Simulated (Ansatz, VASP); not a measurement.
# Two plane-wave programs on AlCo

The input INCAR:

```
SYSTEM = AlCo
ALGO = Normal
EDIFF = 1E-7
ENCUT = 520
GGA = PE
ISIF = 2
ISMEAR = -1
LASPH = .TRUE.
LCHARG = .FALSE.
LREAL = .FALSE.
LWAVE = .FALSE.
NBANDS = 13
NELM = 100
PREC = Accurate
SIGMA = 0.05
```

File KPOINTS:

```
k-points
0
G
  15 15 15
  0 0 0
```

Contents of POSCAR:

```
AlCo
1.0
    0.0000000000      2.1460181168      2.1460181168
    2.1460181168      0.0000000000      2.1460181168
    2.1460181168      2.1460181168      0.0000000000
Co Al
1 1
Direct
    0.0000000000      0.0000000000      0.0000000000
    0.5000000000      0.5000000000      0.5000000000
```

Input for Ansatz:

```yaml
crystal:
  lattice:
    - [0.0, 2.1460181168, 2.1460181168]
    - [2.1460181168, 0.0, 2.1460181168]
    - [2.1460181168, 2.1460181168, 0.0]
  atoms:
    - { symbol: Co, position: [0.0, 0.0, 0.0] }
    - { symbol: Al, position: [0.5, 0.5, 0.5] }
kpoints:
  mp_grid: { grid: [15, 15, 15] }
scf:
  occupations: { method: fermi_dirac, width: 0.05 }
hamiltonian:
  xc: pbe
  pseudopotentials: { kind: paw }
output:
  forces: true
  stress: true
  eigenvalues: true
  populations: true
```

Change from the starting cell: volume scaled by 0.72, PAW files.

Alike in both runs: task single point; functional PBE; k mesh 15 × 15 × 15; occupations fermi-dirac, width 0.05 eV; no spin polarisation.

|  | VASP | Ansatz |
| --- | --- | --- |
| version | VASP 6.6.1 | Ansatz 0.2.0 |
| potentials or method | VASP PAW PBE potentials, release 64 (Co, Al) | PAW with Ansatz's default frozen-core files, scalar-relativistic |
| plane-wave cutoff (eV) | 520 | 420 |
| valence electrons in the cell | 12 | 20 |

|  | VASP | Ansatz | Ansatz less VASP |
| --- | --- | --- | --- |
| pressure (GPa) | 78.1 | 77.6 | -0.54 |

Both programs put the cell under a high pressure, so it lies far from rest at this level. VASP's potentials hold 12 valence electrons a cell and Ansatz's 20, so a difference there can come from the potentials and not from the codes.

Noted on VASP's run: the cell as given lies far from equilibrium.
